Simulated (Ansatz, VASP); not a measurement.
Ti in VASP and in Ansatz

```
Ti
1.0
     2.95000    0.00000    0.00000
    -1.47500    2.55477    0.00000
     0.00000    0.00000   24.37200
Ti
5
Cartesian
  0.0000 1.7032 7.5000
  1.4750 0.8516 9.8430
  0.0000 1.7032 12.1860
  1.4750 0.8516 14.5290
  0.0000 1.7032 16.8720
```

Alike in both runs: functional PBE; k mesh 10 × 10 × 1; occupations fermi-dirac, width 0.05 eV; no spin polarisation.

|  | VASP | Ansatz |
| --- | --- | --- |
| version | VASP 6.6.1 | Ansatz 0.2.0 |
| potentials or method | VASP PAW PBE potentials, release 64 (Ti_sv) | Ansatz PAW |
| plane-wave cutoff (eV) | 520 | 420 |
| valence electrons in the cell | 60 | 60 |
| task | single point | electrostatic potential |

Ansatz gave:

| Property | Result |
| --- | --- |
| gap on the k mesh at the Fermi level (eV) | none |
| rms of the force components (eV/Å) | 0.324 |

**Question.** Which values does VASP return?

**Answer.** gap on the k mesh at the Fermi level (eV): none; rms of the force components (eV/Å): 0.327.

Atom by atom the forces differ by 0.004 eV/Å (rms over components). A gap of «none» marks a metal or a gap that the smearing closes. The functional is the same, so the differences come from potentials, cutoffs and numerics.
